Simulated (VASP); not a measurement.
# Au (P6_3/mmc) in VASP: a series of runs

The runs below take Au through single point, relaxation of cell and atoms, with LDA.

Program: VASP 6.6.1. These are calculated values, not measurements. Logs are shortened: lines on timing, memory, paths and dates and some standing lists are left out, and cuts for length are marked.

## (1) The cell of the first run

The structure is hexagonal, space group P6_3/mmc (No. 194). Conventional cell: a = 2.841 Å, b = 2.841 Å, c = 4.746 Å, α = 90.00°, β = 90.00°, γ = 120.00°. Within 3.7 Å of Au (site symmetry -6m2) lie 12 Au at 2.84 to 2.88 Å.

## (2) Single point, LDA

INCAR

```
  PREC = Accurate
  ENCUT = 520
  EDIFF = 1E-6
  ISMEAR = -1
  SIGMA = 0.05
  LREAL = F
  LASPH = T
  NELM = 100
  ALGO = Normal
  ISIF = 2
  LWAVE = F
  LCHARG = T
  LELF = T
  LVHAR = T
  NBANDS = 18
```

KPOINTS

```
Automatic mesh
0
Gamma
  9 9 5
```

POSCAR

```
Au
1.0
    2.8407238708      0.0000000000      0.0000000000
   -1.4203619354      2.4601390372      0.0000000000
    0.0000000000      0.0000000000      4.7462204173
Au
2
Direct
    0.3333333333      0.6666666667      0.7500000000
    0.6666666667      0.3333333333      0.2500000000
```

Potentials or basis: VASP PAW LDA potentials, release 64 (Au).

The run is started by

```sh
> cat potpaw_LDA.64/Au/POTCAR > POTCAR
> mpirun -np 1 vasp_std > vasp.out
```

OUTCAR:

```text
PREC = Accurate
   ENCUT = 520
   EDIFF = 1E-6
   ISMEAR = -1
   LREAL = F
   LASPH = T
   NELM = 100
   ISIF = 2

 ion  position               nearest neighbor table
   1  0.333  0.667  0.750-   2 2.88   2 2.88   2 2.88   2 2.88   2 2.88   2 2.88
   2  0.667  0.333  0.250-   1 2.88   1 2.88   1 2.88   1 2.88   1 2.88   1 2.88

  LATTYP: Found a hexagonal cell.
 ALAT       =     2.8407238708
 C/A-ratio  =     1.6707785174

  Lattice vectors:

 A1 = (   2.8407238708,   0.0000000000,   0.0000000000)
 A2 = (  -1.4203619354,   2.4601390372,   0.0000000000)
 A3 = (   0.0000000000,   0.0000000000,   4.7462204173)

Analysis of symmetry for initial positions (statically):
=====================================================================
 Subroutine PRICEL returns:
 Original cell was already a primitive cell.

 Routine SETGRP: Setting up the symmetry group for a
 hexagonal supercell.

 Subroutine GETGRP returns: Found 24 space group operations
 (whereof 12 operations were pure point group operations)
 out of a pool of 24 trial point group operations.

The static configuration has the point symmetry D_3d.
 The point group associated with its full space group is D_6h.

Analysis of symmetry for dynamics (positions and initial velocities):
=====================================================================
 Subroutine PRICEL returns:
 Original cell was already a primitive cell.

 Routine SETGRP: Setting up the symmetry group for a
 hexagonal supercell.

 Subroutine GETGRP returns: Found 24 space group operations
 (whereof 12 operations were pure point group operations)
 out of a pool of 24 trial point group operations.

The dynamic configuration has the point symmetry D_3d.
 The point group associated with its full space group is D_6h.

 Subroutine INISYM returns: Found 24 space group operations
 (whereof 12 operations are pure point group operations),
 and found     1 'primitive' translations

----------------------------------------------------------------------------------------

                                     Primitive cell

  volume of cell :      33.1693

  direct lattice vectors                    reciprocal lattice vectors
     2.840723871  0.000000000  0.000000000     0.352022951  0.203240546  0.000000000
    -1.420361935  2.460139037  0.000000000     0.000000000  0.406481091  0.000000000
     0.000000000  0.000000000  4.746220417     0.000000000  0.000000000  0.210693965

  length of vectors
     2.840723871  2.840723871  4.746220417     0.406481091  0.406481091  0.210693965

  position of ions in fractional coordinates (direct lattice)
     0.333333333  0.666666667  0.750000000
     0.666666667  0.333333333  0.250000000

  ion indices of the primitive-cell ions
   primitive index   ion index
                 1           1
                 2           2

----------------------------------------------------------------------------------------

 KPOINTS: Automatic mesh

Automatic generation of k-mesh.
 Grid dimensions read from file:
 generate k-points for:    9    9    5

 Generating k-lattice:

  Cartesian coordinates                     Fractional coordinates (reciprocal lattice)
     0.039113661  0.022582283  0.000000000     0.111111111  0.000000000  0.000000000
     0.000000000  0.045164566  0.000000000     0.000000000  0.111111111  0.000000000
     0.000000000  0.000000000  0.042138793     0.000000000  0.000000000  0.200000000

  Length of vectors
     0.045164566  0.045164566  0.042138793

  Shift w.r.t. Gamma in fractional coordinates (k-lattice)
     0.000000000  0.000000000  0.000000000

 Subroutine IBZKPT returns following result:
 ===========================================

 Found     36 irreducible k-points:

 Following reciprocal coordinates:
            Coordinates               Weight
  0.000000  0.000000  0.000000      1.000000
  0.111111  0.000000  0.000000      6.000000
  0.222222  0.000000  0.000000      6.000000
  0.333333  0.000000  0.000000      6.000000
  0.444444  0.000000  0.000000      6.000000
  0.111111  0.111111  0.000000      6.000000
[... 16 lines left out ...]
  0.333333  0.222222  0.200000     24.000000
  0.333333  0.333333  0.200000      4.000000
 [... further k-points ...]
   k-points           NKPTS =     36   k-points in BZ     NKDIM =     36   number of bands    NBANDS=     18
   number of dos      NEDOS =    301   number of ions     NIONS =      2
   total plane-waves  NPLWV =  20736
   dimension x,y,z NGX =    24 NGY =   24 NGZ =   36
   dimension x,y,z NGXF=    48 NGYF=   48 NGZF=   72
   ions per type =               2
   NGX,Y,Z   is equivalent  to a cutoff of  14.05, 14.05, 12.61 a.u.
   NGXF,Y,Z  is equivalent  to a cutoff of  28.09, 28.09, 25.22 a.u.
 SYSTEM =  unknown system
   PREC   = accura    normal or accurate (medium, high low for compatibility)
   ISTART =      0    job   : 0-new  1-cont  2-samecut
   ICHARG =      2    charge: 1-file 2-atom 10-const
   ISPIN  =      1    spin polarized calculation?
   LNONCOLLINEAR =      F non collinear calculations
   LSORBIT =      F    spin-orbit coupling
   LASPH  =      T    aspherical Exc in radial PAW
   ENCUT  =  520.0 eV  38.22 Ry    6.18 a.u.   5.28  5.28  8.82*2*pi/ulx,y,z
   NELM   =    100;   NELMIN=  2; NELMDL= -5     # of ELM steps
   EDIFF  = 0.1E-05   stopping-criterion for ELM
   LREAL  =      F    real-space projection
   EDIFFG = 0.1E-04   stopping-criterion for IOM
   NSW    =      0    number of steps for IOM
   IBRION =     -1    ionic relax: 0-MD 1-quasi-New 2-CG
   NFREE  =      0    steps in history (QN), initial steepest desc. (CG)
   ISIF   =      2    stress and relaxation
   ISYM   =      2    0-nonsym 1-usesym 2-fastsym
   POTIM  = 0.5000    time-step for ionic-motion
   TEBEG  =    0.0;   TEEND  =   0.0 temperature during run
   PSTRESS=    0.0 pullay stress
   NELECT =      22.0000    total number of electrons
   NUPDOWN=      -1.0000    fix difference up-down
   EMIN   =  10.00;   EMAX   =-10.00  energy-range for DOS
   EFERMI =   0.00;   METHOD = LEGACY
   ISMEAR =    -1;   SIGMA  =   0.05  broadening in eV -4-tet -1-fermi 0-gaus
   EFERMI_NEDOS =   21; number of points for ismear=-14 and -15
   IALGO  =     38    algorithm
   IMIX   =      4    mixing-type and parameters
     AMIX     =   0.40;   BMIX     =  1.00
     AMIX_MAG =   1.60;   BMIX_MAG =  1.00
  volume/ion in A,a.u.               =      16.58       111.92
  Fermi-wavevector in a.u.,A,eV,Ry     =   1.427700  2.697961 27.733114  2.038326
  Thomas-Fermi vector in A             =   2.547841
   LORBIT       =      0    0 simple, 1 ext, 2 COOP (PROOUT), +10 PAW based schemes
   GGA     = CA    functional components
   LHFCALC =     F    Hartree Fock is set to
   AEXX    =    0.0000 exact exchange contribution
   IVDW    =     0    specifies the selected vdW correction
   LEPSILON=     F    determine dielectric tensor
   LRPA    =     F    only Hartree local field effects (RPA)
 non-spin polarized calculation
  energy-cutoff  :      520.00
  volume of cell :       33.17
 maximum number of plane-waves:       901
 NGX is ok and might be reduce to    24
   NGX = 11   NGY = 11   NGZ = 17

 number of electron      22.0000000 magnetization

 Free energy of the ion-electron system (eV)
  ---------------------------------------------------
  ext. energy  EPLUGINS =         0.00000000
  ---------------------------------------------------
  free energy    TOTEN  =        -8.92816720 eV

  energy without entropy =       -8.92695424  energy(sigma->0) =       -8.92756072

 E-fermi :   9.7849     XC(G=0): -13.1398

 val. band max:        9.6746761655   @ k =   0.1111   0.1111   0.2000
 cond. band min:       9.9941869977   @ k =   0.2222   0.0000   0.2000
 fundamental gap:      0.3195108323
 Fermi energy:         9.7849335668

 k-point     1 :       0.0000    0.0000    0.0000
  band No.  band energies     occupation
      1      -0.4548      2.00000
      2       2.0713      2.00000
      3       4.7345      2.00000
      4       5.0088      2.00000
      5       5.0088      2.00000
      6       5.3470      2.00000
[... 10 lines left out ...]
     17      28.3692      0.00000
     18      28.3692      0.00000

 k-point     2 :       0.1111    0.0000    0.0000
  band No.  band energies     occupation
      1      -0.0592      2.00000
      2       2.3926      2.00000
      3       4.5660      2.00000
      4       5.1157      2.00000
      5       5.2562      2.00000
      6       5.2805      2.00000
[... 10 lines left out ...]
     17      26.6607      0.00000
     18      27.7424      0.00000

 k-point     3 :       0.2222    0.0000    0.0000
  band No.  band energies     occupation
      1       1.0007      2.00000
      2       2.9946      2.00000
      3       4.3929      2.00000
      4       4.5941      2.00000
      5       4.8723      2.00000
      6       5.5448      2.00000
[... 10 lines left out ...]
     17      26.6388      0.00000
     18      27.0198      0.00000

 k-point     4 :       0.3333    0.0000    0.0000
  band No.  band energies     occupation
      1       2.1537      2.00000
      2       2.9229      2.00000
      3       3.6878      2.00000
      4       4.8160      2.00000
      5       5.1429      2.00000
      6       5.2159      2.00000
[... 375 lines left out ...]
      4       4.0924      2.00000
      5       4.9752      2.00000
      6       5.1336      2.00000
[... 10 lines left out ...]
     17      22.7159      0.00000
     18      25.7817      0.00000

 k-point    23 :       0.3333    0.2222    0.2000
  band No.  band energies     occupation
      1       3.0987      2.00000
      2       3.6106      2.00000
      3       3.8274      2.00000
      4       4.1833      2.00000
      5       4.7467      2.00000
      6       5.4090      2.00000
[... 10 lines left out ...]
     17      21.8649      0.00000
     18      23.6637      0.00000

 k-point    24 :       0.3333    0.3333    0.2000
  band No.  band energies     occupation
      1       3.4848      2.00000
      2       3.7470      2.00000
      3       3.7470      2.00000
      4       4.4458      2.00000
      5       4.8872      2.00000
      6       4.8872      2.00000
[... 10 lines left out ...]
     17      23.0563      0.00000
     18      23.0563      0.00000

 [... further k-points ...]
[... 5 lines left out ...]
  --------------------------------------------------------------------------------------
  -------------------------------------------------------------------------------------
  Total        0.1113085      0.1113085      0.0862385      0.0000000      0.0000000      0.0000000
  in kB        5.3765352      5.3765352      4.1655788      0.0000000      0.0000000      0.0000000
  external PRESSURE =       4.9728831 kB  Pullay stress =       0.0000000 kB

 VOLUME and BASIS-vectors are now :
 -----------------------------------------------------------------------------
  energy-cutoff  :      520.00
  volume of cell :       33.17
      direct lattice vectors                 reciprocal lattice vectors
     2.840723871  0.000000000  0.000000000     0.352022951  0.203240546  0.000000000
    -1.420361935  2.460139037  0.000000000     0.000000000  0.406481091  0.000000000
     0.000000000  0.000000000  4.746220417     0.000000000  0.000000000  0.210693965

 POSITION                                       TOTAL-FORCE (eV/Angst)
 -----------------------------------------------------------------------------------
     -0.00000      1.64009      3.55967         0.000000      0.000000      0.000000
      1.42036      0.82005      1.18656        -0.000000     -0.000000      0.000000
 -----------------------------------------------------------------------------------
    total drift:                               -0.000000      0.000000     -0.000000

  FREE ENERGIE OF THE ION-ELECTRON SYSTEM (eV)
  ---------------------------------------------------
  free  energy   TOTEN  =        -8.9281671989 eV

  energy  without entropy=       -8.9269542412  energy(sigma->0) =       -8.92756072
```

It took 8.1 s on 1 thread of Intel Xeon 6975P-C, shared host; peak memory 0.15 GiB.

What came out:

* Free energy: -8.9282 eV
* Pressure: 0.5 GPa
* Band gap on the k mesh: zero (band 11 reaches 13.47 eV, above the bottom of band 12 at 7.24 eV)

Caveat: spin-orbit coupling is left out, which moves the levels of the heavy elements.

## (3) Relaxation of cell and atoms, LDA

This run uses another cell than the first one, of 17.77 Å³/atom, 1.072 times its volume.

INCAR

```
SYSTEM = Au
PREC = Accurate
ENCUT = 500
EDIFF = 1E-7
ISMEAR = -1
SIGMA = 0.05
LREAL = .FALSE.
LASPH = .TRUE.
NELM = 120
ALGO = Normal
ISIF = 3
LWAVE = .FALSE.
LCHARG = .FALSE.
GGA = CA
IBRION = 2
NSW = 60
EDIFFG = -0.03
GGA_COMPAT = .FALSE.
NELMIN = 4
```

KPOINTS

```
regular mesh
0
G
  9 9 5
  0 0 0
```

POSCAR

```
Au
1.0
    2.9000000000      0.0000000000      0.0000000000
   -1.4500000000      2.5114740000      0.0000000000
    0.0000000000      0.0000000000      4.8800000000
Au
2
Direct
    0.3333333333      0.6666666667      0.7500000000
    0.6666666667      0.3333333333      0.2500000000
```

Potentials or basis: VASP PAW LDA potentials, release 64 (Au_sv_GW).

The run is started by

```sh
> cat potpaw_LDA.64/Au_sv_GW/POTCAR > POTCAR
> mpirun -np 1 vasp_std > vasp.out
```

Wall time 2 min (1 thread of Intel Xeon Platinum 8175M at 2.50GHz (Skylake/Cascade Lake), shared host); peak memory 0.16 GiB.

Results (log left out):

```
Free energy                            : -7.6325 eV
Relaxed volume                         : 16.55 Å³/atom
Relaxed cell                           : a = 2.838 Å, b = 2.838 Å, c = 4.746 Å, α = 90.00°, β = 90.00°, γ = 120.00°
Space group after relaxing (to 0.05 Å) : P6_3/mmc (No. 194)
Energy gained by relaxing              : 49.1 meV/atom
Ionic steps                            : 6
Pressure after relaxing                : 0.2 GPa
Band gap on the k mesh                 : zero (band 19 reaches 12.74 eV, above the bottom of band 20 at 6.47 eV)
```

Stress tensor (GPa, compression positive):
```
0.26 0.00 0.00
0.00 0.26 0.00
0.00 0.00 0.04
```

The path:
| step | energy change (eV) | largest force (eV/Å) | pressure (GPa) | volume (Å³) |
| --- | --- | --- | --- | --- |
| 1 | 0.0000 | 0.0000 | -12.12 | 35.54 |
| 2 | 0.3300 | 0.0000 | 38.49 | 29.06 |
| 3 | -0.0975 | 0.0000 | -0.60 | 33.24 |
| 4 | -0.0977 | 0.0000 | -0.10 | 33.16 |
| 5 | -0.0977 | 0.0000 | 0.19 | 33.11 |
| 6 | -0.0982 | 0.0000 | 0.19 | 33.11 |

Final structure:
```
Au
1.0
     2.83818    0.00000    0.00000
    -1.41909    2.45793    0.00000
     0.00000    0.00000    4.74557
Au
2
Direct
  0.33333 0.66667 0.75000
  0.66667 0.33333 0.25000
```

Levels at points of the mesh, in eV from the Fermi level:
| k point | band 16 | band 17 | band 18 | band 19 | band 20 | band 21 | band 22 | band 23 |
| --- | --- | --- | --- | --- | --- | --- | --- | --- |
| (0.00, 0.00, 0.00) | -3.74 | -3.74 | -2.27 | -2.27 | -1.34 | 2.84 | 14.48 | 15.71 |

Caveat: spin-orbit coupling is left out, which moves the levels of the heavy elements. LDA usually gives volumes a few per cent too small.
